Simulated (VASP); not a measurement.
**Si3Bi2TeSe2: single point with PBE**

The system is Si3Bi2TeSe2.

```
CELL_PARAMETERS angstrom
4.04009 0.00000 0.00000
-2.02004 3.49882 0.00000
0.00000 0.00000 14.91041
ATOMIC_POSITIONS crystal
Si 0.00000 0.00000 0.30287
Si 0.66667 0.33333 0.51202
Si 0.33333 0.66667 0.75057
Bi 0.33333 0.66667 0.03674
Bi 0.66667 0.33333 0.16732
Te 0.00000 0.00000 0.60911
Se 0.33333 0.66667 0.38207
Se 0.66667 0.33333 0.82930
```

```
Program                : VASP 6.6.1
Task                   : single point
Functional             : PBE
Potentials or basis    : VASP PAW PBE potentials, release 64 (Si, Bi_d, Te, Se)
Cutoff                 : 520 eV
k mesh                 : 12 × 12 × 4
Occupations            : gaussian, width 0.01 eV
Spin                   : no spin polarisation
Dipole correction      : no
Further INCAR settings : ALGO = Normal; EDIFF = 1e-06; NBANDS = 40
```

| Property | Result |
| --- | --- |
| Pressure | 0.0 GPa |
| Largest force | 0.010 eV/Å |
| Band gap on the k mesh | zero (bands 30 and 31 overlap by 0.05 eV) |

Forces on the atoms (eV/Å):
```
Si   0.000  0.000  0.004
Si   0.000  0.000 -0.005
Si   0.000  0.000 -0.002
Bi   0.000  0.000 -0.010
Bi   0.000  0.000  0.006
Te   0.000  0.000  0.006
Se   0.000  0.000 -0.001
Se   0.000  0.000  0.001
```

Levels at points of the mesh, in eV from the Fermi level:
```tsv
k point	band 28	band 29	band 30	band 31	band 32	band 33
(0.00, 0.00, 0.00)	-0.35	0.03	0.03	0.86	0.86	1.01
(0.50, 0.00, 0.00)	-1.73	-1.46	-0.86	0.16	0.75	1.12
(0.00, 0.00, 0.50)	-0.35	0.03	0.03	0.88	0.88	1.00
(0.50, 0.00, 0.50)	-1.86	-1.50	-0.70	-0.02	0.89	1.31
```

It took 5 min on 1 thread of Intel(R) Xeon(R) 6975P-C (Granite Rapids), with other jobs on the host, peak memory 0.69 GiB.

Caveat: spin-orbit coupling is left out, which moves the levels of the heavy elements; this functional lacks dispersion, which binds the layers, so the pressure and a relaxed spacing across them are unreliable.
